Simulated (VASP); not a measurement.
# PbSe (I4/mmm) in VASP: notebook, part 2 of 2

VASP 6.6.1.

## 3. Single point, PBE+D3(BJ) (32.31 Å³/atom)

INCAR

```
PREC = Accurate ; ENCUT = 520
EDIFF = 1E-6 ; ISMEAR = 0
SIGMA = 0.03 ; LREAL = False
LASPH = True ; NELM = 100
ALGO = Normal ; ISIF = 2
LWAVE = False ; LCHARG = False
GGA = PE ; IVDW = 12
NBANDS = 17
```

KPOINTS

```
regular mesh
0
Gamma
  10 10 10
```

POSCAR

```
PbSe
1.0
    0.0000000000      3.1178174314      3.3242169454
    3.1178174314      0.0000000000      3.3242169454
    3.1178174314      3.1178174314      0.0000000000
Pb Se
1 1
Direct
    0.0000000000      0.0000000000      0.0000000000
    0.5000000000      0.5000000000      0.5000000000
```

Potentials or basis: VASP PAW PBE potentials, release 64 (Pb_d, Se).

Started as:

```
$ cat potpaw_PBE.64/Pb_d/POTCAR potpaw_PBE.64/Se/POTCAR > POTCAR
$ mpirun -np 1 vasp_std > vasp.out
```

OUTCAR:

```text
PREC = Accurate
   ENCUT = 520
   EDIFF = 1E-6
   ISMEAR = 0
   LREAL = False
   LASPH = True
   NELM = 100
   ISIF = 2
   GGA = PE
   IVDW = 12
 IVDW          = 12

 ion  position               nearest neighbor table
   1  0.000  0.000  0.000-   2 3.12   2 3.12   2 3.12   2 3.12   2 3.32   2 3.32
   2  0.500  0.500  0.500-   1 3.12   1 3.12   1 3.12   1 3.12   1 3.32   1 3.32

  LATTYP: Found a body centered tetragonal cell.
 ALAT       =     4.4092596965
 C/A-ratio  =     1.5078345002

  Lattice vectors:

 A1 = (  -3.1178174314,   0.0000000000,   3.3242169454)
 A2 = (   3.1178174314,   0.0000000000,   3.3242169454)
 A3 = (   0.0000000000,   3.1178174314,  -3.3242169454)

Analysis of symmetry for initial positions (statically):
=====================================================================
 Subroutine PRICEL returns:
 Original cell was already a primitive cell.

 Routine SETGRP: Setting up the symmetry group for a
 body centered tetragonal supercell.

 Subroutine GETGRP returns: Found 16 space group operations
 (whereof 16 operations were pure point group operations)
 out of a pool of 16 trial point group operations.

The static configuration has the point symmetry D_4h.

Analysis of symmetry for dynamics (positions and initial velocities):
=====================================================================
 Subroutine PRICEL returns:
 Original cell was already a primitive cell.

 Routine SETGRP: Setting up the symmetry group for a
 body centered tetragonal supercell.

 Subroutine GETGRP returns: Found 16 space group operations
 (whereof 16 operations were pure point group operations)
 out of a pool of 16 trial point group operations.

The dynamic configuration has the point symmetry D_4h.

 Subroutine INISYM returns: Found 16 space group operations
 (whereof 16 operations are pure point group operations),
 and found     1 'primitive' translations

----------------------------------------------------------------------------------------

                                     Primitive cell

  volume of cell :      64.6280

  direct lattice vectors                    reciprocal lattice vectors
     0.000000000  3.117817431  3.324216945    -0.160368595  0.160368595  0.150411362
     3.117817431  0.000000000  3.324216945     0.160368595 -0.160368595  0.150411362
     3.117817431  3.117817431  0.000000000     0.160368595  0.160368595 -0.150411362

  length of vectors
     4.557543619  4.557543619  4.409259696     0.272139211  0.272139211  0.272139211

  position of ions in fractional coordinates (direct lattice)
     0.000000000  0.000000000  0.000000000
     0.500000000  0.500000000  0.500000000

  ion indices of the primitive-cell ions
   primitive index   ion index
                 1           1
                 2           2

----------------------------------------------------------------------------------------

 KPOINTS: regular mesh

Automatic generation of k-mesh.
 Grid dimensions read from file:
 generate k-points for:   10   10   10

 Generating k-lattice:

  Cartesian coordinates                     Fractional coordinates (reciprocal lattice)
    -0.016036859  0.016036859  0.015041136     0.100000000  0.000000000  0.000000000
     0.016036859 -0.016036859  0.015041136     0.000000000  0.100000000  0.000000000
     0.016036859  0.016036859 -0.015041136     0.000000000  0.000000000  0.100000000

  Length of vectors
     0.027213921  0.027213921  0.027213921

  Shift w.r.t. Gamma in fractional coordinates (k-lattice)
     0.000000000  0.000000000  0.000000000

 Subroutine IBZKPT returns following result:
 ===========================================

 Found    102 irreducible k-points:

 Following reciprocal coordinates:
            Coordinates               Weight
  0.000000  0.000000  0.000000      1.000000
  0.100000  0.000000  0.000000      8.000000
  0.200000  0.000000  0.000000      8.000000
  0.300000 -0.000000  0.000000      8.000000
  0.400000 -0.000000  0.000000      8.000000
  0.500000 -0.000000  0.000000      4.000000
[... 16 lines left out ...]
  0.300000  0.300000  0.000000      2.000000
  0.400000  0.300000  0.000000      8.000000
 [... further k-points ...]
   k-points           NKPTS =    102   k-points in BZ     NKDIM =    102   number of bands    NBANDS=     17
   number of dos      NEDOS =    301   number of ions     NIONS =      2
   total plane-waves  NPLWV =  46656
   dimension x,y,z NGX =    36 NGY =   36 NGZ =   36
   dimension x,y,z NGXF=    72 NGYF=   72 NGZF=   72
   ions per type =               1   1
   NGX,Y,Z   is equivalent  to a cutoff of  13.13, 13.13, 13.57 a.u.
   NGXF,Y,Z  is equivalent  to a cutoff of  26.26, 26.26, 27.15 a.u.
 SYSTEM =  unknown system
   PREC   = accura    normal or accurate (medium, high low for compatibility)
   ISTART =      0    job   : 0-new  1-cont  2-samecut
   ICHARG =      2    charge: 1-file 2-atom 10-const
   ISPIN  =      1    spin polarized calculation?
   LNONCOLLINEAR =      F non collinear calculations
   LSORBIT =      F    spin-orbit coupling
   LASPH  =      T    aspherical Exc in radial PAW
   ENCUT  =  520.0 eV  38.22 Ry    6.18 a.u.   8.47  8.47  8.20*2*pi/ulx,y,z
   NELM   =    100;   NELMIN=  2; NELMDL= -5     # of ELM steps
   EDIFF  = 0.1E-05   stopping-criterion for ELM
   LREAL  =      F    real-space projection
   EDIFFG = 0.1E-04   stopping-criterion for IOM
   NSW    =      0    number of steps for IOM
   IBRION =     -1    ionic relax: 0-MD 1-quasi-New 2-CG
   NFREE  =      0    steps in history (QN), initial steepest desc. (CG)
   ISIF   =      2    stress and relaxation
   ISYM   =      2    0-nonsym 1-usesym 2-fastsym
   POTIM  = 0.5000    time-step for ionic-motion
   TEBEG  =    0.0;   TEEND  =   0.0 temperature during run
   PSTRESS=    0.0 pullay stress
   NELECT =      20.0000    total number of electrons
   NUPDOWN=      -1.0000    fix difference up-down
   EMIN   =  10.00;   EMAX   =-10.00  energy-range for DOS
   EFERMI =   0.00;   METHOD = LEGACY
   ISMEAR =     0;   SIGMA  =   0.03  broadening in eV -4-tet -1-fermi 0-gaus
   EFERMI_NEDOS =   21; number of points for ismear=-14 and -15
   IALGO  =     38    algorithm
   IMIX   =      4    mixing-type and parameters
     AMIX     =   0.40;   BMIX     =  1.00
     AMIX_MAG =   1.60;   BMIX_MAG =  1.00
  volume/ion in A,a.u.               =      32.31       218.07
  Fermi-wavevector in a.u.,A,eV,Ry     =   1.107332  2.092554 16.683254  1.226185
  Thomas-Fermi vector in A             =   2.243845
   LORBIT       =      0    0 simple, 1 ext, 2 COOP (PROOUT), +10 PAW based schemes
   GGA     = PE    functional components
   LHFCALC =     F    Hartree Fock is set to
   AEXX    =    0.0000 exact exchange contribution
   IVDW    =    12    specifies the selected vdW correction
   LEPSILON=     F    determine dielectric tensor
   LRPA    =     F    only Hartree local field effects (RPA)
 non-spin polarized calculation
 Gauss-broadening in eV      SIGMA  =   0.03
  energy-cutoff  :      520.00
  volume of cell :       64.63
 maximum number of plane-waves:      1766
 NGX is ok and might be reduce to    36
   NGX = 17   NGY = 17   NGZ = 17

 number of electron      19.9999997 magnetization

 Free energy of the ion-electron system (eV)
  ---------------------------------------------------
  ext. energy  EPLUGINS =         0.00000000
  ---------------------------------------------------
  free energy    TOTEN  =        -8.11972232 eV

  energy without entropy =       -8.11972232  energy(sigma->0) =       -8.11972232

 E-fermi :   3.8255     XC(G=0):  -8.9829

 val. band max:        3.6816849887   @ k =   0.5000  -0.0000   0.0000
 cond. band min:       4.2290377068   @ k =   0.5000  -0.0000   0.0000
 fundamental gap:      0.5473527181
 Fermi energy:         3.8254725333

 k-point     1 :       0.0000    0.0000    0.0000
  band No.  band energies     occupation
      1     -13.0257      2.00000
      2     -13.0161      2.00000
      3     -13.0161      2.00000
      4     -12.9900      2.00000
      5     -12.9768      2.00000
      6      -8.9991      2.00000
[... 9 lines left out ...]
     16      10.5787      0.00000
     17      10.9274      0.00000
[... 441 lines left out ...]
 k-point    24 :       0.4000    0.3000    0.0000
  band No.  band energies     occupation
      1     -13.0628      2.00000
      2     -12.9989      2.00000
      3     -12.9980      2.00000
      4     -12.9944      2.00000
      5     -12.9715      2.00000
      6      -8.3085      2.00000
[... 9 lines left out ...]
     16      14.3700      0.00000
     17      14.7810      0.00000

 [... further k-points ...]

------------------------ aborting loop because EDIFF is reached ----------------------------------------

 Edisp (eV)   -0.67321

 E8    (eV) :    -0.3151

  FORCE on cell =-STRESS in cart. coord.  units (eV):
  Direction    XX          YY          ZZ          XY          YZ          ZX
  --------------------------------------------------------------------------------------
  -------------------------------------------------------------------------------------
  Total      -0.21090    -0.21090    -1.91482     0.00000    -0.00000    -0.00000
  in kB      -5.22837    -5.22837   -47.46978     0.00000    -0.00000    -0.00000
  external pressure =      -19.31 kB  Pullay stress =        0.00 kB

 VOLUME and BASIS-vectors are now :
 -----------------------------------------------------------------------------
  energy-cutoff  :      520.00
  volume of cell :       64.63
      direct lattice vectors                 reciprocal lattice vectors
     0.000000000  3.117817431  3.324216945    -0.160368595  0.160368595  0.150411362
     3.117817431  0.000000000  3.324216945     0.160368595 -0.160368595  0.150411362
     3.117817431  3.117817431  0.000000000     0.160368595  0.160368595 -0.150411362

 POSITION                                       TOTAL-FORCE (eV/Angst)
 -----------------------------------------------------------------------------------
      0.00000      0.00000      0.00000        -0.000000     -0.000000     -0.000000
      3.11782      3.11782      3.32422         0.000000      0.000000      0.000000
 -----------------------------------------------------------------------------------
    total drift:                               -0.000000      0.000000      0.000000

  FREE ENERGIE OF THE ION-ELECTRON SYSTEM (eV)
  ---------------------------------------------------
  free  energy   TOTEN  =        -8.7929335778 eV

  energy  without entropy=       -8.7929335778  energy(sigma->0) =       -8.79293358
```

OSZICAR:

```text
N       E                     dE             d eps       ncg     rms          rms(c)
DAV:   1     0.157578110372E+03    0.15758E+03   -0.93510E+03  3476   0.115E+03
DAV:   2     0.361138494831E+01   -0.15397E+03   -0.14892E+03  3695   0.299E+02
DAV:   3    -0.821038546682E+01   -0.11822E+02   -0.11722E+02  4446   0.890E+01
DAV:   4    -0.849825596000E+01   -0.28787E+00   -0.28764E+00  4401   0.161E+01
DAV:   5    -0.850844784492E+01   -0.10192E-01   -0.10192E-01  4855   0.289E+00    0.272E+00
DAV:   6    -0.812034408650E+01    0.38810E+00   -0.10303E+00  5165   0.611E+00    0.139E+00
DAV:   7    -0.811639533847E+01    0.39487E-02   -0.13923E-01  4057   0.170E+00    0.824E-01
DAV:   8    -0.812031048240E+01   -0.39151E-02   -0.17198E-02  4193   0.131E+00    0.207E-01
DAV:   9    -0.811959063250E+01    0.71985E-03   -0.38041E-03  5178   0.496E-01    0.751E-02
DAV:  10    -0.811971071056E+01   -0.12008E-03   -0.30280E-04  4054   0.101E-01    0.255E-02
DAV:  11    -0.811972194507E+01   -0.11235E-04   -0.51540E-05  4606   0.690E-02    0.628E-03
DAV:  12    -0.811972232132E+01   -0.37625E-06   -0.25934E-06  4482   0.126E-02
   1 F= -.87929336E+01 E0= -.87929336E+01  d E =-.714440E-14
```

Wall time 35 s (1 thread of Intel Xeon 6975P-C (Granite Rapids), shared host); peak memory 0.28 GiB.

Results:

* Free energy: -8.7929 eV
* Pressure: -1.9 GPa
* Band gap on the k mesh: 0.55 eV
* Dispersion energy per atom: -0.337 eV

Stress tensor (GPa, compression positive):
```
-0.52  0.00  0.00
 0.00 -0.52  0.00
 0.00  0.00 -4.75
```

Levels at points of the mesh, in eV from the valence-band top:
| k point | band 7 | band 8 | band 9 | band 10 | band 11 | band 12 | band 13 | band 14 |
| --- | --- | --- | --- | --- | --- | --- | --- | --- |
| (0.00, 0.00, 0.00) | -6.46 | -1.54 | -1.54 | -1.06 | 3.66 | 4.88 | 4.88 | 6.52 |
| (0.50, 0.00, 0.00) | -8.24 | -1.11 | -0.98 | 0.00 | 0.55 | 1.80 | 2.06 | 8.37 |
| (0.50, 0.50, 0.00) | -7.05 | -3.96 | -2.47 | -2.47 | 4.32 | 5.06 | 5.39 | 5.39 |
| (0.50, 0.00, 0.50) | -7.27 | -4.10 | -2.88 | -2.26 | 4.12 | 4.45 | 5.72 | 5.81 |

Caveat: spin-orbit coupling is left out, which moves the levels of the heavy elements.

## 4. Single point, PBE+D3(BJ) (26.77 Å³/atom)

This run uses another cell than the first one, of 26.77 Å³/atom.

INCAR

```
SYSTEM = PbSe
ALGO = Normal ; EDIFF = 1E-7
ENCUT = 520 ; GGA = PE
ISIF = 2 ; ISMEAR = 0
IVDW = 12 ; LASPH = .TRUE.
LCHARG = .FALSE. ; LREAL = .FALSE.
LWAVE = .FALSE. ; NBANDS = 17
NELM = 80 ; PREC = Accurate
SIGMA = 0.03
```

KPOINTS

```
k-points
0
G
  10 10 10
  0 0 0
```

POSCAR

```
PbSe
1.0
    0.0000000000      3.0562648117      2.8664707669
    3.0562648117      0.0000000000      2.8664707669
    3.0562648117      3.0562648117      0.0000000000
Pb Se
1 1
Direct
    0.0000000000      0.0000000000      0.0000000000
    0.5000000000      0.5000000000      0.5000000000
```

Started as:

```
$ cat potpaw_PBE.64/Pb_d/POTCAR potpaw_PBE.64/Se/POTCAR > POTCAR
$ mpirun -np 1 vasp_std > vasp.out
```

It took 96 s on 1 thread of Intel Xeon Platinum 8259CL at 2.50GHz (Skylake/Cascade Lake), shared host; peak memory 0.25 GiB.

The run converged. Its results:

```yaml
Free_energy: -8.7739 eV
Pressure: 5.2 GPa
Band_gap_on_the_k_mesh: 0.11 eV
Dispersion_energy_per_atom: -0.395 eV
```

Stress tensor (GPa, compression positive):
```
 1.14  0.00  0.00
 0.00  1.14  0.00
 0.00  0.00 13.39
```

Levels at points of the mesh, in eV from the valence-band top:
| k point | band 8 | band 9 | band 10 | band 11 | band 12 | band 13 |
| --- | --- | --- | --- | --- | --- | --- |
| (0.00, 0.00, 0.00) | -2.71 | -2.09 | -2.09 | 4.27 | 4.27 | 5.94 |
| (0.50, 0.00, 0.00) | -1.91 | -1.77 | 0.00 | 0.11 | 1.26 | 1.73 |
| (0.50, 0.50, 0.00) | -5.75 | -3.88 | -3.88 | 3.13 | 5.59 | 5.59 |
| (0.50, 0.00, 0.50) | -5.64 | -4.08 | -3.36 | 3.42 | 5.11 | 6.01 |

Caveat: the cell stands under pressure; spin-orbit coupling is left out, which moves the levels of the heavy elements. A k mesh can miss the band edges.

## 5. Single point, PBE+D3(BJ) (26.78 Å³/atom)

This run uses another cell than the first one, of 26.78 Å³/atom.

INCAR

```
PREC = Accurate ; ENCUT = 520
EDIFF = 1E-7 ; ISMEAR = 0
SIGMA = 0.03 ; LREAL = False
LASPH = True ; NELM = 80
ALGO = Normal ; ISIF = 2
LWAVE = False ; LCHARG = False
GGA = PE ; IVDW = 12
NBANDS = 17
```

KPOINTS

```
regular mesh
0
Gamma
  10 10 10
```

POSCAR

```
PbSe
1.0
    0.0000000000      2.9283991162      3.1222591377
    2.9283991162      0.0000000000      3.1222591377
    2.9283991162      2.9283991162      0.0000000000
Pb Se
1 1
Direct
    0.0000000000      0.0000000000      0.0000000000
    0.5000000000      0.5000000000      0.5000000000
```

Started as:

```
$ cat potpaw_PBE.64/Pb_d/POTCAR potpaw_PBE.64/Se/POTCAR > POTCAR
$ mpirun -np 1 vasp_std > vasp.out
```

Wall time 85 s (1 thread of Intel Xeon Platinum 8259CL at 2.50GHz (Skylake/Cascade Lake), shared host); peak memory 0.25 GiB.

Results (log left out):

| Property | Result |
| --- | --- |
| Free energy | -8.7849 eV |
| Pressure | 5.2 GPa |
| Band gap on the k mesh | 0.08 eV |
| Dispersion energy per atom | -0.395 eV |

Stress tensor (GPa, compression positive):
```
 8.47  0.00  0.00
 0.00  8.47  0.00
 0.00  0.00 -1.47
```

Levels at points of the mesh, in eV from the valence-band top:
```csv
k point,band 6,band 7,band 8,band 9,band 10,band 11,band 12,band 13,band 14,band 15
"(0.00, 0.00, 0.00)",-14.30,-6.23,-2.48,-2.48,-1.94,3.83,5.33,5.33,6.04,6.43
"(0.50, 0.00, 0.00)",-13.07,-9.33,-1.94,-1.72,0.00,0.08,1.33,1.65,8.53,9.85
"(0.50, 0.50, 0.00)",-12.83,-7.32,-5.59,-3.67,-3.67,3.49,5.74,6.05,6.05,11.51
"(0.50, 0.00, 0.50)",-12.44,-7.69,-5.72,-4.17,-3.47,3.24,4.93,6.50,6.53,10.71
```

Caveat: the cell stands under pressure; spin-orbit coupling is left out, which moves the levels of the heavy elements. A k mesh can miss the band edges.

## 6. Single point, PBE+D3(BJ) (26.78 Å³/atom)

This run uses another cell than the first one, of 26.78 Å³/atom.

INCAR

```
PREC = Accurate
ENCUT = 520
EDIFF = 1E-6
ISMEAR = 0
SIGMA = 0.03
LREAL = F
LASPH = T
NELM = 80
ALGO = Normal
ISIF = 2
LWAVE = F
LCHARG = F
GGA = PE
IVDW = 12
NBANDS = 17
```

KPOINTS is that of step 5.

POSCAR

```
PbSe
1.0
    0.0000000000      3.0238359981      2.9282827806
    3.0238359981      0.0000000000      2.9282827806
    3.0238359981      3.0238359981      0.0000000000
Pb Se
1 1
Direct
    0.0000000000      0.0000000000      0.0000000000
    0.5000000000      0.5000000000      0.5000000000
```

Potentials or basis: VASP PAW PBE potentials, release 64 (Pb_d, Se).

Started as:

```
$ cat potpaw_PBE.64/Pb_d/POTCAR potpaw_PBE.64/Se/POTCAR > POTCAR
$ mpirun -np 1 vasp_std > vasp.out
```

Wall time 69 s (1 thread of Intel Xeon Platinum 8259CL at 2.50GHz (Skylake/Cascade Lake), shared host); peak memory 0.24 GiB.

The run converged. Its results:

```
Free energy                : -8.8380 eV
Pressure                   : 4.7 GPa
Dispersion energy per atom : -0.395 eV
```

Stress tensor (GPa, compression positive):
```
2.73 0.00 0.00
0.00 2.73 0.00
0.00 0.00 8.58
```

Levels at points of the mesh, in eV from the Fermi level:
```
           k point  band 6  band 7  band 8  band 9  band 10  band 11  band 12  band 13  band 14  band 15
(0.00, 0.00, 0.00)  -14.31   -6.28   -2.51   -2.21    -2.21     4.50     4.50     5.31     6.20     6.20
(0.50, 0.00, 0.00)  -13.07   -9.33   -1.89   -1.81     0.00     0.00     1.34     1.55     8.52     9.84
(0.50, 0.50, 0.00)  -12.47   -7.72   -5.73   -3.84    -3.84     3.20     5.67     5.67     6.51    11.30
(0.50, 0.00, 0.50)  -12.64   -7.55   -5.67   -3.94    -3.58     3.34     5.43     6.11     6.25    11.15
```

Caveat: the cell stands under pressure; spin-orbit coupling is left out, which moves the levels of the heavy elements.

## 7. Overview

```csv
cell,gap on the mesh (eV),pressure (GPa)
"a = 4.461, b = 4.461, c = 4.602 Å, angles 59.0, 59.0, 62.1°, 2 atoms",0.53,-1.8
"a = 4.558, b = 4.558, c = 4.409 Å, angles 61.1, 61.1, 57.9°, 2 atoms",0.55,-1.9
"a = 4.190, b = 4.190, c = 4.322 Å, angles 59.0, 59.0, 62.1°, 2 atoms",0.11,5.2
"a = 4.281, b = 4.281, c = 4.141 Å, angles 61.1, 61.1, 57.9°, 2 atoms",0.08,5.2
"a = 4.209, b = 4.209, c = 4.276 Å, angles 59.5, 59.5, 61.1°, 2 atoms",-,4.7
```

Alike in all rows: task single point; level PBE+D3(BJ); potentials or basis VASP PAW PBE potentials, release 64 (Pb_d, Se); no spin polarisation; k mesh 10 × 10 × 10; cutoff (eV) 520; smearing gaussian 0.03 eV.

Caveats: spin-orbit coupling is left out, which moves the levels of the heavy elements; the cell stands under pressure (at least some runs).

Total energies depend on the potentials used, so only differences within one code and one set of settings carry meaning.
